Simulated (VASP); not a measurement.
## InP: single point with PBE

Crystal: InP.

```
CELL_PARAMETERS angstrom
0.00000 2.71476 2.88097
2.71476 0.00000 2.88097
2.71476 2.71476 0.00000
ATOMIC_POSITIONS crystal
In 0.00000 0.00000 0.00000
P 0.50000 0.50000 0.50000
```

This cell differs from its parent crystal: strain +e along x and -e along y +0.0000, strain +e along z and -e/2 along x and y +0.0400.

| Quantity | Value |
| --- | --- |
| Program | VASP 6.6.1 |
| Task | single point |
| Functional | PBE |
| Potentials or basis | VASP PAW PBE potentials, release 64 (In_d, P) |
| Cutoff | 520 eV |
| k mesh | 18 × 18 × 18 |
| Occupations | gaussian, width 0.15 eV |
| Spin | no spin polarisation |

```json
{
 "Pressure": "0.5 GPa",
 "Band gap on the k mesh": "zero (bands 9 and 10 overlap by 2.46 eV)"
}
```

Stress tensor (GPa, compression positive):
```
 2.38  0.00  0.00
 0.00  2.38  0.00
 0.00  0.00 -3.20
```

Levels at points of the mesh, in eV from the Fermi level:
| k point | band 6 | band 7 | band 8 | band 9 | band 10 | band 11 | band 12 | band 13 |
| --- | --- | --- | --- | --- | --- | --- | --- | --- |
| (0.00, 0.00, 0.00) | -12.02 | -0.47 | -0.47 | 0.04 | 0.55 | 6.83 | 7.26 | 7.26 |
| (0.50, 0.00, 0.00) | -9.96 | -6.65 | -0.03 | 0.28 | 2.33 | 3.34 | 3.65 | 5.26 |
| (0.50, 0.50, 0.00) | -9.24 | -4.94 | -2.18 | -2.18 | -2.07 | 4.02 | 9.77 | 10.09 |
| (0.50, 0.00, 0.50) | -8.66 | -4.97 | -2.77 | -2.68 | -2.07 | 3.77 | 8.89 | 10.28 |

It took 2.4 min on 1 thread of Intel(R) Xeon(R) 6975P-C (Granite Rapids), on a shared host, peak memory 0.42 GiB.

Caveat: the cell differs from its parent crystal (strain +e along x and -e along y +0.0000, strain +e along z and -e/2 along x and y +0.0400); the stress differs along the axes, from -3 to 2 GPa; spin-orbit coupling is left out, which moves the levels of the heavy elements.
